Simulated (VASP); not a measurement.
# LiCl (Fm-3m) in VASP: notebook

LiCl is run at these levels: PBE; tasks: single point.

All numbers are computed with VASP 6.6.1; they aren't measurements. Logs are shortened: lines on timing, memory, paths and dates and some standing lists are left out, and cuts for length are marked.

### Step 1. The cell of the first run

It takes space group Fm-3m (No. 225, cubic). The conventional cell has a = 4.991 Å, b = 4.991 Å, c = 4.991 Å, α = 90.00°, β = 90.00°, γ = 90.00°. Li (site symmetry m-3m) has 6 Cl at 2.50 Å within 3.3 Å. Within 3.3 Å of Cl (site symmetry m-3m) lie 6 Li at 2.50 Å.

### Step 2. Single point, PBE (volume scaled by 0.91)

The input, INCAR:

```
PREC = Accurate ; ENCUT = 520
EDIFF = 1E-7 ; ISMEAR = 0
SIGMA = 0.02 ; LREAL = False
LASPH = True ; NELM = 100
ALGO = Normal ; ISIF = 2
LWAVE = False ; LCHARG = False
GGA = PE ; NBANDS = 12
```

The input, KPOINTS:

```
Automatic mesh
0
Gamma
  8 8 8
```

The input, POSCAR:

```
LiCl
1.0
    0.0000000000      2.4954408578      2.4954408578
    2.4954408578      0.0000000000      2.4954408578
    2.4954408578      2.4954408578      0.0000000000
Li Cl
1 1
Direct
    0.0000000000      0.0000000000      0.0000000000
    0.5000000000      0.5000000000      0.5000000000
```

Potentials or basis: VASP PAW PBE potentials, release 64 (Li_sv, Cl).

On the command line:

```sh
cat potpaw_PBE.64/Li_sv/POTCAR potpaw_PBE.64/Cl/POTCAR > POTCAR
mpirun -np 1 vasp_std > vasp.out
```

OUTCAR:

```text
PREC = Accurate
   ENCUT = 520
   EDIFF = 1E-7
   ISMEAR = 0
   LREAL = False
   LASPH = True
   NELM = 100
   ISIF = 2
   GGA = PE

 ion  position               nearest neighbor table
   1  0.000  0.000  0.000-   2 2.50   2 2.50   2 2.50   2 2.50   2 2.50   2 2.50
   2  0.500  0.500  0.500-   1 2.50   1 2.50   1 2.50   1 2.50   1 2.50   1 2.50

  LATTYP: Found a face centered cubic cell.
 ALAT       =     4.9908817156

  Lattice vectors:

 A1 = (   0.0000000000,   2.4954408578,   2.4954408578)
 A2 = (   2.4954408578,   0.0000000000,   2.4954408578)
 A3 = (   2.4954408578,   2.4954408578,   0.0000000000)

Analysis of symmetry for initial positions (statically):
=====================================================================
 Subroutine PRICEL returns:
 Original cell was already a primitive cell.

 Routine SETGRP: Setting up the symmetry group for a
 face centered cubic supercell.

 Subroutine GETGRP returns: Found 48 space group operations
 (whereof 48 operations were pure point group operations)
 out of a pool of 48 trial point group operations.

The static configuration has the point symmetry O_h .

Analysis of symmetry for dynamics (positions and initial velocities):
=====================================================================
 Subroutine PRICEL returns:
 Original cell was already a primitive cell.

 Routine SETGRP: Setting up the symmetry group for a
 face centered cubic supercell.

 Subroutine GETGRP returns: Found 48 space group operations
 (whereof 48 operations were pure point group operations)
 out of a pool of 48 trial point group operations.

The dynamic configuration has the point symmetry O_h .

 Subroutine INISYM returns: Found 48 space group operations
 (whereof 48 operations are pure point group operations),
 and found     1 'primitive' translations

----------------------------------------------------------------------------------------

                                     Primitive cell

  volume of cell :      31.0793

  direct lattice vectors                    reciprocal lattice vectors
     0.000000000  2.495440858  2.495440858    -0.200365398  0.200365398  0.200365398
     2.495440858  0.000000000  2.495440858     0.200365398 -0.200365398  0.200365398
     2.495440858  2.495440858  0.000000000     0.200365398  0.200365398 -0.200365398

  length of vectors
     3.529086305  3.529086305  3.529086305     0.347043049  0.347043049  0.347043049

  position of ions in fractional coordinates (direct lattice)
     0.000000000  0.000000000  0.000000000
     0.500000000  0.500000000  0.500000000

  ion indices of the primitive-cell ions
   primitive index   ion index
                 1           1
                 2           2

----------------------------------------------------------------------------------------

 KPOINTS: Automatic mesh

Automatic generation of k-mesh.
 Grid dimensions read from file:
 generate k-points for:    8    8    8

 Generating k-lattice:

  Cartesian coordinates                     Fractional coordinates (reciprocal lattice)
    -0.025045675  0.025045675  0.025045675     0.125000000  0.000000000  0.000000000
     0.025045675 -0.025045675  0.025045675     0.000000000  0.125000000  0.000000000
     0.025045675  0.025045675 -0.025045675     0.000000000  0.000000000  0.125000000

  Length of vectors
     0.043380381  0.043380381  0.043380381

  Shift w.r.t. Gamma in fractional coordinates (k-lattice)
     0.000000000  0.000000000  0.000000000

 Subroutine IBZKPT returns following result:
 ===========================================

 Found     29 irreducible k-points:

 Following reciprocal coordinates:
            Coordinates               Weight
  0.000000  0.000000  0.000000      1.000000
  0.125000  0.000000  0.000000      8.000000
  0.250000  0.000000  0.000000      8.000000
  0.375000  0.000000  0.000000      8.000000
  0.500000  0.000000  0.000000      4.000000
  0.125000  0.125000  0.000000      6.000000
[... 16 lines left out ...]
  0.500000  0.250000  0.125000     48.000000
 -0.375000  0.250000  0.125000     24.000000
 [... further k-points ...]
   k-points           NKPTS =     29   k-points in BZ     NKDIM =     29   number of bands    NBANDS=     12
   number of dos      NEDOS =    301   number of ions     NIONS =      2
   total plane-waves  NPLWV =  21952
   dimension x,y,z NGX =    28 NGY =   28 NGZ =   28
   dimension x,y,z NGXF=    56 NGYF=   56 NGZF=   56
   ions per type =               1   1
   NGX,Y,Z   is equivalent  to a cutoff of  13.19, 13.19, 13.19 a.u.
   NGXF,Y,Z  is equivalent  to a cutoff of  26.38, 26.38, 26.38 a.u.
 SYSTEM =  unknown system
   PREC   = accura    normal or accurate (medium, high low for compatibility)
   ISTART =      0    job   : 0-new  1-cont  2-samecut
   ICHARG =      2    charge: 1-file 2-atom 10-const
   ISPIN  =      1    spin polarized calculation?
   LNONCOLLINEAR =      F non collinear calculations
   LSORBIT =      F    spin-orbit coupling
   LASPH  =      T    aspherical Exc in radial PAW
   ENCUT  =  520.0 eV  38.22 Ry    6.18 a.u.   6.56  6.56  6.56*2*pi/ulx,y,z
   NELM   =    100;   NELMIN=  2; NELMDL= -5     # of ELM steps
   EDIFF  = 0.1E-06   stopping-criterion for ELM
   LREAL  =      F    real-space projection
   EDIFFG = 0.1E-05   stopping-criterion for IOM
   NSW    =      0    number of steps for IOM
   IBRION =     -1    ionic relax: 0-MD 1-quasi-New 2-CG
   NFREE  =      0    steps in history (QN), initial steepest desc. (CG)
   ISIF   =      2    stress and relaxation
   ISYM   =      2    0-nonsym 1-usesym 2-fastsym
   POTIM  = 0.5000    time-step for ionic-motion
   TEBEG  =    0.0;   TEEND  =   0.0 temperature during run
   PSTRESS=    0.0 pullay stress
   NELECT =      10.0000    total number of electrons
   NUPDOWN=      -1.0000    fix difference up-down
   EMIN   =  10.00;   EMAX   =-10.00  energy-range for DOS
   EFERMI =   0.00;   METHOD = LEGACY
   ISMEAR =     0;   SIGMA  =   0.02  broadening in eV -4-tet -1-fermi 0-gaus
   EFERMI_NEDOS =   21; number of points for ismear=-14 and -15
   IALGO  =     38    algorithm
   IMIX   =      4    mixing-type and parameters
     AMIX     =   0.40;   BMIX     =  1.00
     AMIX_MAG =   1.60;   BMIX_MAG =  1.00
  volume/ion in A,a.u.               =      15.54       104.87
  Fermi-wavevector in a.u.,A,eV,Ry     =   1.121805  2.119905 17.122218  1.258447
  Thomas-Fermi vector in A             =   2.258461
   LORBIT       =      0    0 simple, 1 ext, 2 COOP (PROOUT), +10 PAW based schemes
   GGA     = PE    functional components
   LHFCALC =     F    Hartree Fock is set to
   AEXX    =    0.0000 exact exchange contribution
   IVDW    =     0    specifies the selected vdW correction
   LEPSILON=     F    determine dielectric tensor
   LRPA    =     F    only Hartree local field effects (RPA)
 non-spin polarized calculation
 Gauss-broadening in eV      SIGMA  =   0.02
  energy-cutoff  :      520.00
  volume of cell :       31.08
 maximum number of plane-waves:       869
 NGX is ok and might be reduce to    28
   NGX = 13   NGY = 13   NGZ = 13

 number of electron      10.0000000 magnetization

 number of electron       9.9999991 magnetization

 Free energy of the ion-electron system (eV)
  ---------------------------------------------------
  ext. energy  EPLUGINS =         0.00000000
  ---------------------------------------------------
  free energy    TOTEN  =        -7.35415647 eV

  energy without entropy =       -7.35415647  energy(sigma->0) =       -7.35415647

 E-fermi :   1.3483     XC(G=0):  -9.0907

 val. band max:        1.2293594653   @ k =   0.0000   0.0000   0.0000
 cond. band min:       8.0701611512   @ k =   0.5000   0.0000   0.0000
 fundamental gap:      6.8408016860
 Fermi energy:         1.3483447193

 k-point     1 :       0.0000    0.0000    0.0000
  band No.  band energies     occupation
      1     -42.1663      2.00000
      2     -12.4763      2.00000
      3       1.2294      2.00000
      4       1.2294      2.00000
      5       1.2294      2.00000
      6       8.0725      0.00000
      7      13.2262      0.00000
      8      13.2262      0.00000
      9      13.2262      0.00000
     10      16.0754      0.00000
     11      16.0754      0.00000
     12      16.2553      0.00000

 k-point     2 :       0.1250    0.0000    0.0000
  band No.  band energies     occupation
      1     -42.1657      2.00000
      2     -12.3868      2.00000
      3       0.6429      2.00000
      4       1.1818      2.00000
      5       1.1818      2.00000
      6       8.5301      0.00000
      7      12.4876      0.00000
      8      13.1805      0.00000
      9      13.1806      0.00000
     10      14.5297      0.00000
     11      14.5297      0.00000
     12      16.7206      0.00000

 k-point     3 :       0.2500    0.0000    0.0000
  band No.  band energies     occupation
      1     -42.1641      2.00000
      2     -12.1568      2.00000
      3      -0.5365      2.00000
      4       1.0737      2.00000
      5       1.0737      2.00000
      6       8.7610      0.00000
      7      12.0213      0.00000
      8      12.0213      0.00000
      9      12.5985      0.00000
     10      15.3828      0.00000
     11      15.3829      0.00000
     12      17.3344      0.00000

 k-point     4 :       0.3750    0.0000    0.0000
  band No.  band energies     occupation
      1     -42.1626      2.00000
      2     -11.9033      2.00000
      3      -1.5424      2.00000
      4       0.9744      2.00000
      5       0.9744      2.00000
      6       8.3015      0.00000
      7      11.0823      0.00000
      8      11.0823      0.00000
      9      14.1171      0.00000
     10      17.2567      0.00000
     11      17.2567      0.00000
     12      18.0435      0.00000

 k-point     5 :       0.5000    0.0000    0.0000
  band No.  band energies     occupation
      1     -42.1620      2.00000
      2     -11.7899      2.00000
      3      -1.9311      2.00000
      4       0.9356      2.00000
      5       0.9356      2.00000
      6       8.0702      0.00000
      7      10.7567      0.00000
      8      10.7567      0.00000
      9      15.0861      0.00000
     10      18.7071      0.00000
     11      18.7270      0.00000
     12      18.7270      0.00000
[... 228 lines left out ...]
      1     -42.1608      2.00000
      2     -11.4822      2.00000
      3      -2.0587      2.00000
      4      -0.0334      2.00000
      5      -0.0334      2.00000
      6       9.2971      0.00000
      7       9.3839      0.00000
      8      14.3956      0.00000
      9      15.9944      0.00000
     10      15.9944      0.00000
     11      18.6095      0.00000
     12      20.2625      0.00000

 k-point    22 :       0.3750    0.2500    0.1250
  band No.  band energies     occupation
      1     -42.1630      2.00000
      2     -11.9658      2.00000
      3      -0.7661      2.00000
      4       0.2304      2.00000
      5       0.8424      2.00000
      6      10.1086      0.00000
      7      11.0142      0.00000
      8      11.0799      0.00000
      9      13.2725      0.00000
     10      14.5983      0.00000
     11      18.0824      0.00000
     12      18.8506      0.00000

 k-point    23 :       0.5000    0.2500    0.1250
  band No.  band energies     occupation
      1     -42.1618      2.00000
      2     -11.7448      2.00000
      3      -1.3727      2.00000
      4      -0.1628      2.00000
      5       0.6640      2.00000
      6       9.8414      0.00000
      7      10.7240      0.00000
      8      11.7892      0.00000
      9      13.0510      0.00000
     10      16.0503      0.00000
     11      19.2138      0.00000
     12      19.6973      0.00000

 k-point    24 :      -0.3750    0.2500    0.1250
  band No.  band energies     occupation
      1     -42.1614      2.00000
      2     -11.6472      2.00000
      3      -1.6433      2.00000
      4      -0.2696      2.00000
      5       0.5634      2.00000
      6       9.6155      0.00000
      7      10.6798      0.00000
      8      11.9663      0.00000
      9      13.5299      0.00000
     10      17.1563      0.00000
     11      17.9386      0.00000
     12      19.9474      0.00000

 [... further k-points ...]
[... 5 lines left out ...]
  --------------------------------------------------------------------------------------
  -------------------------------------------------------------------------------------
  Total        0.6871322      0.6871322      0.6871322     -0.0000000      0.0000000     -0.0000000
  in kB       35.4224867     35.4224867     35.4224867     -0.0000000      0.0000000     -0.0000000
  external PRESSURE =      35.4224867 kB  Pullay stress =       0.0000000 kB

 VOLUME and BASIS-vectors are now :
 -----------------------------------------------------------------------------
  energy-cutoff  :      520.00
  volume of cell :       31.08
      direct lattice vectors                 reciprocal lattice vectors
     0.000000000  2.495440858  2.495440858    -0.200365398  0.200365398  0.200365398
     2.495440858  0.000000000  2.495440858     0.200365398 -0.200365398  0.200365398
     2.495440858  2.495440858  0.000000000     0.200365398  0.200365398 -0.200365398

 POSITION                                       TOTAL-FORCE (eV/Angst)
 -----------------------------------------------------------------------------------
      0.00000      0.00000      0.00000         0.000000     -0.000000     -0.000000
      2.49544      2.49544      2.49544        -0.000000      0.000000      0.000000
 -----------------------------------------------------------------------------------
    total drift:                                0.000000      0.000000      0.000000

  FREE ENERGIE OF THE ION-ELECTRON SYSTEM (eV)
  ---------------------------------------------------
  free  energy   TOTEN  =        -7.3541564720 eV

  energy  without entropy=       -7.3541564720  energy(sigma->0) =       -7.35415647
```

Run time: 13 s. Hardware: 1 thread of Intel Xeon 6975P-C, shared host; peak memory 0.15 GiB.

Results:

```
Free energy            : -7.3542 eV
Band gap on the k mesh : 6.84 eV, indirect (the least direct gap lies 2.3 meV higher)
```

Caveat: the cutoff is under 1.25 times the usual one of these potentials, so pressure, stress and relaxed cells hold a basis-set (Pulay) error. A k mesh can miss the band edges.

### Step 3. Single point, PBE (volume scaled by 0.88)

The input, INCAR:

```
SYSTEM = LiCl
  ALGO = Normal
  EDIFF = 1E-6
  ENCUT = 520
  GGA = PE
  ISIF = 2
  ISMEAR = 0
  LASPH = .True.
  LCHARG = .False.
  LREAL = .False.
  LWAVE = .False.
  NBANDS = 12
  NELM = 60
  PREC = Accurate
  SIGMA = 0.02
```

The input, KPOINTS:

```
k-points
0
Gamma
  8 8 8
  0 0 0
```

The input, POSCAR:

```
LiCl
1.0
    0.0000000000      2.4677114420      2.4677114420
    2.4677114420      0.0000000000      2.4677114420
    2.4677114420      2.4677114420      0.0000000000
Li Cl
1 1
Direct
    0.0000000000      0.0000000000      0.0000000000
    0.5000000000      0.5000000000      0.5000000000
```

Potentials or basis: VASP PAW PBE potentials, release 64 (Li_sv, Cl).

On the command line:

```sh
cat potpaw_PBE.64/Li_sv/POTCAR potpaw_PBE.64/Cl/POTCAR > POTCAR
mpirun -np 1 vasp_std > vasp.out
```

Run time: 11 s. Hardware: 1 thread of Intel Xeon 6975P-C, shared host; peak memory 0.15 GiB.

It converged, with:

* Free energy: -7.3256 eV
* Band gap on the k mesh: 6.87 eV, indirect (least direct gap 7.07 eV)

Levels at points of the mesh, in eV from the valence-band top:
| k point | band 1 | band 2 | band 3 | band 4 | band 5 | band 6 | band 7 | band 8 | band 9 | band 10 |
| --- | --- | --- | --- | --- | --- | --- | --- | --- | --- | --- |
| (0.00, 0.00, 0.00) | -43.36 | -13.84 | 0.00 | 0.00 | 0.00 | 7.07 | 12.01 | 12.01 | 12.01 | 14.93 |
| (0.50, 0.00, 0.00) | -43.35 | -13.11 | -3.31 | -0.31 | -0.31 | 6.87 | 9.53 | 9.53 | 14.23 | 17.65 |
| (0.50, 0.50, 0.00) | -43.35 | -12.77 | -3.46 | -1.33 | -1.33 | 8.09 | 8.14 | 13.48 | 15.04 | 15.04 |

Caveat: the cutoff is under 1.25 times the usual one of these potentials, so pressure, stress and relaxed cells hold a basis-set (Pulay) error.

### Step 4. Single point, PBE (volume scaled by 0.97)

The input, INCAR:

```
SYSTEM = LiCl
PREC = Accurate ; ENCUT = 520
EDIFF = 1E-6 ; ISMEAR = 0
SIGMA = 0.02 ; LREAL = .FALSE.
LASPH = .TRUE. ; NELM = 100
ALGO = Normal ; ISIF = 2
LWAVE = .FALSE. ; LCHARG = .FALSE.
GGA = PE ; NBANDS = 12
```

The input, KPOINTS:

```
Automatic mesh
0
G
  8 8 8
  0 0 0
```

The input, POSCAR:

```
LiCl
1.0
    0.0000000000      2.5491226320      2.5491226320
    2.5491226320      0.0000000000      2.5491226320
    2.5491226320      2.5491226320      0.0000000000
Li Cl
1 1
Direct
    0.0000000000      0.0000000000      0.0000000000
    0.5000000000      0.5000000000      0.5000000000
```

On the command line:

```sh
cat potpaw_PBE.64/Li_sv/POTCAR potpaw_PBE.64/Cl/POTCAR > POTCAR
mpirun -np 1 vasp_std > vasp.out
```

Run time: 11 s. Hardware: 1 thread of Intel Xeon 6975P-C, shared host; peak memory 0.15 GiB.

Results (log left out):

```yaml
Free_energy: -7.3831 eV
Band_gap_on_the_k_mesh: 6.45 eV, direct
```

Levels at points of the mesh, in eV from the valence-band top:
| k point | band 1 | band 2 | band 3 | band 4 | band 5 | band 6 | band 7 | band 8 | band 9 | band 10 |
| --- | --- | --- | --- | --- | --- | --- | --- | --- | --- | --- |
| (0.00, 0.00, 0.00) | -43.49 | -13.46 | 0.00 | 0.00 | 0.00 | 6.45 | 11.95 | 11.95 | 11.95 | 14.64 |
| (0.50, 0.00, 0.00) | -43.49 | -12.87 | -2.89 | -0.26 | -0.26 | 6.78 | 9.51 | 9.51 | 13.17 | 17.03 |
| (0.50, 0.50, 0.00) | -43.49 | -12.61 | -2.98 | -1.13 | -1.13 | 7.93 | 8.27 | 12.60 | 14.26 | 14.26 |

Caveat: the cutoff is under 1.25 times the usual one of these potentials, so pressure, stress and relaxed cells hold a basis-set (Pulay) error.

(Continued in part 2 of 2.)
